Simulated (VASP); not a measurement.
# AlNi2 (P-3m1) in VASP: notebook

The runs below take AlNi2 through single point, with r2SCAN.

Everything below comes from runs of VASP 6.6.1. Logs are shortened: lines on timing, memory, paths and dates and some standing lists are left out, and cuts for length are marked.

### 1 The cell of the first run

Symmetry: P-3m1, No. 164, trigonal system. The conventional cell has a = 3.979 Å, b = 3.979 Å, c = 4.910 Å, α = 90.00°, β = 90.00°, γ = 120.00°. Within 3.1 Å of Al (site symmetry 3m) lie 11 Ni at 2.38 to 2.76 Å and 3 Al at 2.96 Å. Within 3.1 Å of Ni (site symmetry 3m) lie 5 Al at 2.38 to 2.48 Å and 9 Ni at 2.47 to 2.93 Å. Ni (site symmetry -3m) has 8 Ni at 2.45 to 2.47 Å and 6 Al at 2.76 Å within 3.2 Å. Ni (site symmetry -3m) has 8 Ni at 2.45 to 2.77 Å and 6 Al at 2.48 Å within 3.2 Å.

### 2 Single point, r2SCAN

Input file POSCAR:

```
AlNi2
1.0
    3.9788406721      0.0000000000      0.0000000000
   -1.9894203361      3.4457770997      0.0000000000
    0.0000000000      0.0000000000      4.9095691045
Al Ni
2 4
Direct
    0.3333333333      0.6666666667      0.1899373375
    0.6666666667      0.3333333333      0.8100626625
    0.3333333333      0.6666666667      0.6853471372
    0.6666666667      0.3333333333      0.3146528628
    0.0000000000      0.0000000000      0.5000000000
    0.0000000000      0.0000000000      0.0000000000
```

Input file INCAR.step1:

```
ALGO     = Normal         # electronic algorithm
EDIFF    = 1E-4           # SCF threshold, eV
ENCUT    = 520            # plane-wave cutoff, eV
GGA      = PE             # functional
ISMEAR   = 0              # smearing method
LASPH    = True           # aspherical terms in the spheres
LCHARG   = False          # write CHGCAR
LREAL    = False          # projectors in reciprocal space
LWAVE    = True           # write WAVECAR
NBANDS   = 32             # bands
NELM     = 100            # most SCF steps
PREC     = Accurate       # precision mode
SIGMA    = 0.1            # smearing width, eV
```

Input file INCAR.step2:

```
ALGO     = Normal         # electronic algorithm
EDIFF    = 1E-6           # SCF threshold, eV
ENCUT    = 520            # plane-wave cutoff, eV
ISIF     = 2              # what is computed and relaxed
ISMEAR   = 0              # smearing method
ISTART   = 1            
LASPH    = True           # aspherical terms in the spheres
LCHARG   = True           # write CHGCAR
LELF     = True           # ELF
LMIXTAU  = True         
LREAL    = False          # projectors in reciprocal space
LVHAR    = True         
LWAVE    = False          # write WAVECAR
METAGGA  = R2SCAN         # meta-GGA
NBANDS   = 32             # bands
NELM     = 100            # most SCF steps
PREC     = Accurate       # precision mode
SIGMA    = 0.1            # smearing width, eV
```

Input file KPOINTS:

```
k-points
0
Gamma
  12 12 8
```

Potentials or basis: VASP PAW PBE potentials, release 64 (Al, Ni).

Launch:

```
$ cat potpaw_PBE.64/Al/POTCAR potpaw_PBE.64/Ni/POTCAR > POTCAR
$ cp INCAR.step1 INCAR
$ mpirun -np 1 vasp_std > vasp.out
$ cp INCAR.step2 INCAR
$ mpirun -np 1 vasp_std > vasp.out
```

OUTCAR:

```text
EDIFF = 1E-6
   ENCUT = 520
   ISIF = 2
   ISMEAR = 0
   ISTART = 1
   LASPH = True
   LREAL = False
   METAGGA = R2SCAN
   NELM = 100
   PREC = Accurate

 ion  position               nearest neighbor table
   1  0.333  0.667  0.190-   4 2.38   4 2.38   4 2.38   3 2.43   3 2.48   6 2.48   6 2.48   6 2.48
                             5 2.76   5 2.76   5 2.76   2 2.96   2 2.96   2 2.96
   2  0.667  0.333  0.810-   3 2.38   3 2.38   3 2.38   4 2.43   4 2.48   6 2.48   6 2.48   6 2.48
                             5 2.76   5 2.76   5 2.76   1 2.96   1 2.96   1 2.96
   3  0.333  0.667  0.685-   2 2.38   2 2.38   2 2.38   1 2.43   5 2.47   5 2.47   5 2.47   1 2.48
                             6 2.77   6 2.77   6 2.77   4 2.93   4 2.93   4 2.93
   4  0.667  0.333  0.315-   1 2.38   1 2.38   1 2.38   2 2.43   5 2.47   5 2.47   5 2.47   2 2.48
                             6 2.77   6 2.77   6 2.77   3 2.93   3 2.93   3 2.93
   5  0.000  0.000  0.500-   6 2.45   6 2.45   3 2.47   4 2.47   4 2.47   3 2.47   4 2.47   3 2.47
                             1 2.76   2 2.76   1 2.76   2 2.76   2 2.76   1 2.76
   6  0.000  0.000  0.000-   5 2.45   5 2.45   1 2.48   2 2.48   2 2.48   1 2.48   2 2.48   1 2.48
                             3 2.77   4 2.77   4 2.77   3 2.77   3 2.77   4 2.77

  LATTYP: Found a hexagonal cell.
 ALAT       =     3.9788406721
 C/A-ratio  =     1.2339195030

  Lattice vectors:

 A1 = (   3.9788406721,   0.0000000000,   0.0000000000)
 A2 = (  -1.9894203361,   3.4457770997,   0.0000000000)
 A3 = (   0.0000000000,   0.0000000000,   4.9095691045)

Analysis of symmetry for initial positions (statically):
=====================================================================
 Subroutine PRICEL returns:
 Original cell was already a primitive cell.

 Routine SETGRP: Setting up the symmetry group for a
 hexagonal supercell.

 Subroutine GETGRP returns: Found 12 space group operations
 (whereof 12 operations were pure point group operations)
 out of a pool of 24 trial point group operations.

The static configuration has the point symmetry D_3d.

Analysis of symmetry for dynamics (positions and initial velocities):
=====================================================================
 Subroutine PRICEL returns:
 Original cell was already a primitive cell.

 Routine SETGRP: Setting up the symmetry group for a
 hexagonal supercell.

 Subroutine GETGRP returns: Found 12 space group operations
 (whereof 12 operations were pure point group operations)
 out of a pool of 24 trial point group operations.

The dynamic configuration has the point symmetry D_3d.

 Subroutine INISYM returns: Found 12 space group operations
 (whereof 12 operations are pure point group operations),
 and found     1 'primitive' translations

----------------------------------------------------------------------------------------

                                     Primitive cell

  volume of cell :      67.3112

  direct lattice vectors                    reciprocal lattice vectors
     3.978840672  0.000000000  0.000000000     0.251329491  0.145105149  0.000000000
    -1.989420336  3.445777100  0.000000000     0.000000000  0.290210298  0.000000000
     0.000000000  0.000000000  4.909569105     0.000000000  0.000000000  0.203683863

  length of vectors
     3.978840672  3.978840672  4.909569105     0.290210298  0.290210298  0.203683863

  position of ions in fractional coordinates (direct lattice)
     0.333333333  0.666666667  0.189937337
     0.666666667  0.333333333  0.810062663
     0.333333333  0.666666667  0.685347137
     0.666666667  0.333333333  0.314652863
     0.000000000  0.000000000  0.500000000
     0.000000000  0.000000000  0.000000000

  ion indices of the primitive-cell ions
   primitive index   ion index
                 1           1
                 2           2
                 3           3
                 4           4
                 5           5
                 6           6

----------------------------------------------------------------------------------------

 KPOINTS: k-points

Automatic generation of k-mesh.
 Grid dimensions read from file:
 generate k-points for:   12   12    8

 Generating k-lattice:

  Cartesian coordinates                     Fractional coordinates (reciprocal lattice)
     0.020944124  0.012092096  0.000000000     0.083333333  0.000000000  0.000000000
     0.000000000  0.024184192  0.000000000     0.000000000  0.083333333  0.000000000
     0.000000000  0.000000000  0.025460483     0.000000000  0.000000000  0.125000000

  Length of vectors
     0.024184192  0.024184192  0.025460483

  Shift w.r.t. Gamma in fractional coordinates (k-lattice)
     0.000000000  0.000000000  0.000000000

 Subroutine IBZKPT returns following result:
 ===========================================

 Found    131 irreducible k-points:

 Following reciprocal coordinates:
            Coordinates               Weight
  0.000000  0.000000  0.000000      1.000000
[... 50 lines left out ...]
  Thomas-Fermi vector in A             =   2.560569
   LORBIT       =      0    0 simple, 1 ext, 2 COOP (PROOUT), +10 PAW based schemes
   METAGGA = R2SCAN    functional components
   LHFCALC =     F    Hartree Fock is set to
   AEXX    =    0.0000 exact exchange contribution
   IVDW    =     0    specifies the selected vdW correction
   LEPSILON=     F    determine dielectric tensor
   LRPA    =     F    only Hartree local field effects (RPA)
 non-spin polarized calculation
 Gauss-broadening in eV      SIGMA  =   0.10
  energy-cutoff  :      520.00
  volume of cell :       67.31
 maximum number of plane-waves:      1849
 NGX is ok and might be reduce to    30
   NGX = 15   NGY = 15   NGZ = 19

 number of electron      46.0000019 magnetization

 Free energy of the ion-electron system (eV)
  ---------------------------------------------------
  ext. energy  EPLUGINS =         0.00000000
  ---------------------------------------------------
  free energy    TOTEN  =       -64.26673773 eV

  energy without entropy =      -64.25310420  energy(sigma->0) =      -64.25992096

 E-fermi :   9.8870     XC(G=0): -13.6302

 val. band max:        9.8865139369   @ k =  -0.1667   0.5000   0.1250
 cond. band min:       9.8945716089   @ k =   0.1667   0.1667   0.1250
 fundamental gap:      0.0080576720
 Fermi energy:         9.8869865991

 k-point     1 :       0.0000    0.0000    0.0000
  band No.  band energies     occupation
      1      -1.2255      2.00000
      2       4.3982      2.00000
      3       4.5307      2.00000
      4       5.8832      2.00000
      5       5.8832      2.00000
      6       6.4200      2.00000
[... 24 lines left out ...]
     31      17.1195      0.00000
     32      17.2676      0.00000

 k-point     2 :       0.0833    0.0000    0.0000
  band No.  band energies     occupation
      1      -1.1308      2.00000
      2       4.4025      2.00000
      3       4.5944      2.00000
      4       5.8905      2.00000
      5       5.9217      2.00000
      6       6.3869      2.00000
[... 24 lines left out ...]
     31      17.0526      0.00000
     32      17.7512      0.00000

 k-point     3 :       0.1667    0.0000    0.0000
  band No.  band energies     occupation
      1      -0.8487      2.00000
      2       4.3963      2.00000
      3       4.7782      2.00000
      4       5.8071      2.00000
      5       6.0325      2.00000
      6       6.1754      2.00000
[... 24 lines left out ...]
     31      17.1813      0.00000
     32      17.8012      0.00000

 k-point     4 :       0.2500    0.0000    0.0000
  band No.  band energies     occupation
      1      -0.3854      2.00000
      2       4.2923      2.00000
      3       5.0500      2.00000
      4       5.3590      2.00000
      5       6.0192      2.00000
      6       6.1988      2.00000
[... 654 lines left out ...]
     31      17.0300      0.00000
     32      17.6207      0.00000

 k-point    23 :       0.1667    0.0000    0.1250
  band No.  band energies     occupation
      1      -0.7477      2.00000
      2       3.6811      2.00000
      3       5.1400      2.00000
      4       5.9952      2.00000
      5       5.9954      2.00000
      6       6.0787      2.00000
[... 24 lines left out ...]
     31      17.3388      0.00000
     32      18.0603      0.00000

 k-point    24 :       0.0000    0.1667    0.1250
  band No.  band energies     occupation
      1      -0.7477      2.00000
      2       3.6965      2.00000
      3       5.0738      2.00000
      4       5.9184      2.00000
      5       6.0835      2.00000
      6       6.3315      2.00000
[... 24 lines left out ...]
     31      17.0966      0.00000
     32      17.4030      0.00000

 [... further k-points ...]

------------------------ aborting loop because EDIFF is reached ----------------------------------------

  FORCE on cell =-STRESS in cart. coord.  units (eV):
  Direction    XX          YY          ZZ          XY          YZ          ZX
  --------------------------------------------------------------------------------------
  -------------------------------------------------------------------------------------
  Total        0.0198155      0.0198155      0.0194377     -0.0000000      0.0000000      0.0000000
  in kB        0.4716590      0.4716590      0.4626670     -0.0000000      0.0000000      0.0000000
  external PRESSURE =       0.4686616 kB  Pullay stress =       0.0000000 kB

 VOLUME and BASIS-vectors are now :
 -----------------------------------------------------------------------------
  energy-cutoff  :      520.00
  volume of cell :       67.31
      direct lattice vectors                 reciprocal lattice vectors
     3.978840672  0.000000000  0.000000000     0.251329491  0.145105149  0.000000000
    -1.989420336  3.445777100  0.000000000     0.000000000  0.290210298  0.000000000
     0.000000000  0.000000000  4.909569105     0.000000000  0.000000000  0.203683863

 POSITION                                       TOTAL-FORCE (eV/Angst)
 -----------------------------------------------------------------------------------
     -0.00000      2.29718      0.93251         0.000000     -0.000000      0.004268
      1.98942      1.14859      3.97706        -0.000000      0.000000     -0.004268
     -0.00000      2.29718      3.36476         0.000000      0.000000     -0.001439
      1.98942      1.14859      1.54481         0.000000      0.000000      0.001439
      0.00000      0.00000      2.45478        -0.000000      0.000000     -0.000000
      0.00000      0.00000      0.00000        -0.000000      0.000000     -0.000000
 -----------------------------------------------------------------------------------
    total drift:                                0.000000      0.000000     -0.000000

  FREE ENERGIE OF THE ION-ELECTRON SYSTEM (eV)
  ---------------------------------------------------
  free  energy   TOTEN  =       -64.2667377323 eV

  energy  without entropy=      -64.2531041968  energy(sigma->0) =      -64.25992096
```

It took 24 min on 1 thread of Oxide Virtual Turin-like, shared host; peak memory 0.32 GiB.

Results:

```yaml
Free_energy: -64.2667 eV
Pressure: 0.0 GPa
Largest_force: 0.004 eV/Å
Band_gap_on_the_k_mesh: zero (bands 23 and 24 overlap by 4.41 eV)
```

Forces on the atoms (eV/Å):
```
Al   0.000  0.000  0.004
Al   0.000  0.000 -0.004
Ni   0.000  0.000 -0.001
Ni   0.000  0.000  0.001
Ni   0.000  0.000  0.000
Ni   0.000  0.000  0.000
```

Caveat: the PAW data sets were made with another functional, which shifts forces and pressure a little.

### 3 Single point, r2SCAN

This run uses another cell than the first one, of 11.18 Å³/atom.

Input file POSCAR:

```
AlNi2
1.0
    3.9740030242      0.0000000000      0.0000000000
   -1.9870015121      3.4415875737      0.0000000000
    0.0000000000      0.0000000000      4.9042588200
Al Ni
2 4
Direct
    0.3333333333      0.6666666667      0.1898740600
    0.6666666667      0.3333333333      0.8101259400
    0.3333333333      0.6666666667      0.6851100400
    0.6666666667      0.3333333333      0.3148899600
    0.0000000000      0.0000000000      0.5000000000
    0.0000000000      0.0000000000      0.0000000000
```

Input file INCAR.step1:

```
PREC = Accurate ; ENCUT = 520
ISMEAR = 0 ; SIGMA = 0.5
LREAL = False ; LASPH = True
NELM = 100 ; NBANDS = 32
GGA = PE ; ALGO = Normal
EDIFF = 1E-4 ; LWAVE = True
LCHARG = False
```

Input file INCAR.step2:

```
PREC = Accurate ; ENCUT = 520
EDIFF = 1E-7 ; ISMEAR = 0
SIGMA = 0.5 ; LREAL = False
LASPH = True ; NELM = 100
ALGO = Normal ; ISIF = 2
LWAVE = False ; LCHARG = False
METAGGA = R2SCAN ; LMIXTAU = True
NBANDS = 32 ; ISTART = 1
```

Input file KPOINTS:

```
regular mesh
0
Gamma
  12 12 8
```

Potentials or basis: VASP PAW PBE potentials, release 64 (Al, Ni).

Launch:

```
$ cat potpaw_PBE.64/Al/POTCAR potpaw_PBE.64/Ni/POTCAR > POTCAR
$ cp INCAR.step1 INCAR
$ mpirun -np 1 vasp_std > vasp.out
$ cp INCAR.step2 INCAR
$ mpirun -np 1 vasp_std > vasp.out
```

Wall time 45 min (1 thread of Oxide Virtual Turin-like, shared host); peak memory 0.31 GiB.

It converged, with:

```yaml
Free_energy: -64.4716 eV
Pressure: 1.3 GPa
Largest_force: 0.049 eV/Å
Band_gap_on_the_k_mesh: zero (bands 23 and 24 overlap by 4.44 eV)
```

Forces on the atoms (eV/Å):
```
Al   0.000  0.000 -0.013
Al   0.000  0.000  0.013
Ni   0.000  0.000 -0.049
Ni   0.000  0.000  0.049
Ni   0.000  0.000  0.000
Ni   0.000  0.000  0.000
```

Stress tensor (GPa, compression positive):
```
1.59 0.00 0.00
0.00 1.59 0.00
0.00 0.00 0.85
```

Levels at points of the mesh, in eV from the Fermi level:
```csv
k point,band 19,band 20,band 21,band 22,band 23,band 24,band 25,band 26,band 27,band 28
"(0.00, 0.00, 0.00)",-0.82,-0.82,-0.62,-0.62,0.63,3.19,3.19,3.91,3.91,5.31
"(0.50, 0.00, 0.00)",-1.16,-0.89,-0.84,-0.76,-0.64,-0.40,0.98,1.79,3.54,4.05
"(0.00, 0.00, 0.50)",-0.85,-0.85,-0.82,-0.82,4.00,4.11,4.11,4.38,4.38,5.32
"(0.50, 0.00, 0.50)",-1.34,-1.06,-0.90,-0.80,-0.46,-0.32,1.69,1.79,3.52,5.02
```

Caveat: so wide a smearing shifts energies and pressures; the PAW data sets were made with another functional, which shifts forces and pressure a little.

### 4 Single point, r2SCAN

This run uses another cell than the first one, of 11.18 Å³/atom.

POSCAR is that of step 3.

Input file INCAR.step1:

```
SYSTEM = AlNi2
PREC = Accurate
ENCUT = 520
ISMEAR = 1
SIGMA = 0.05
LREAL = .FALSE.
LASPH = .TRUE.
NELM = 100
NBANDS = 32
GGA = PE
ALGO = Normal
EDIFF = 1E-4
LWAVE = .TRUE.
LCHARG = .FALSE.
```

Input file INCAR.step2:

```
SYSTEM = AlNi2
PREC = Accurate
ENCUT = 520
EDIFF = 1E-6
ISMEAR = 1
SIGMA = 0.05
LREAL = .FALSE.
LASPH = .TRUE.
NELM = 100
ALGO = Normal
ISIF = 2
LWAVE = .FALSE.
LCHARG = .FALSE.
METAGGA = R2SCAN
LMIXTAU = .TRUE.
NBANDS = 32
ISTART = 1
```

Input file KPOINTS:

```
Automatic mesh
0
G
  12 12 8
  0 0 0
```

Launch:

```
$ cat potpaw_PBE.64/Al/POTCAR potpaw_PBE.64/Ni/POTCAR > POTCAR
$ cp INCAR.step1 INCAR
$ mpirun -np 1 vasp_std > vasp.out
$ cp INCAR.step2 INCAR
$ mpirun -np 1 vasp_std > vasp.out
```

Run time: 33 min. Hardware: 1 thread of Oxide Virtual Turin-like, shared host; peak memory 0.3 GiB.

It converged, with:

- Free energy: -64.2596 eV
- Pressure: 0.7 GPa
- Largest force: 0.007 eV/Å
- Band gap on the k mesh: zero (bands 23 and 24 overlap by 4.41 eV)

Forces in eV/Å, atoms in the order of the input:
```
Al   0.000  0.000 -0.002
Al   0.000  0.000  0.002
Ni   0.000  0.000  0.007
Ni   0.000  0.000 -0.007
Ni   0.000  0.000  0.000
Ni   0.000  0.000  0.000
```

Levels at points of the mesh, in eV from the Fermi level:
```
           k point  band 21  band 22  band 23  band 24  band 25  band 26
(0.00, 0.00, 0.00)    -0.54    -0.54     0.72     3.24     3.24     3.97
(0.50, 0.00, 0.00)    -0.75    -0.68    -0.56    -0.32     1.05     1.85
(0.00, 0.00, 0.50)    -0.74    -0.74     4.05     4.16     4.16     4.43
(0.50, 0.00, 0.50)    -0.81    -0.71    -0.37    -0.25     1.75     1.85
```

Caveat: the PAW data sets were made with another functional, which shifts forces and pressure a little.

### 5 Overview

```csv
cell,smearing,gap on the mesh (eV),pressure (GPa),largest force (eV/Å)
"a = 3.979, b = 3.979, c = 4.910 Å, angles 90.0, 90.0, 120.0°, 6 atoms, atomic positions A",gaussian 0.1 eV,none,0.0,-
"a = 3.974, b = 3.974, c = 4.904 Å, angles 90.0, 90.0, 120.0°, 6 atoms, atomic positions B",gaussian 0.5 eV,none,1.3,0.05
"a = 3.974, b = 3.974, c = 4.904 Å, angles 90.0, 90.0, 120.0°, 6 atoms, atomic positions B",methfessel-paxton 0.05 eV,none,0.7,0.01
```

Alike in all rows: task single point; level r2SCAN; potentials or basis VASP PAW PBE potentials, release 64 (Al, Ni); no spin polarisation; k mesh 12 × 12 × 8; cutoff (eV) 520.

Caveats: the PAW data sets were made with another functional, which shifts forces and pressure a little; so wide a smearing shifts energies and pressures (at least some runs).

Absolute energies hang on the potentials; compare differences alone.
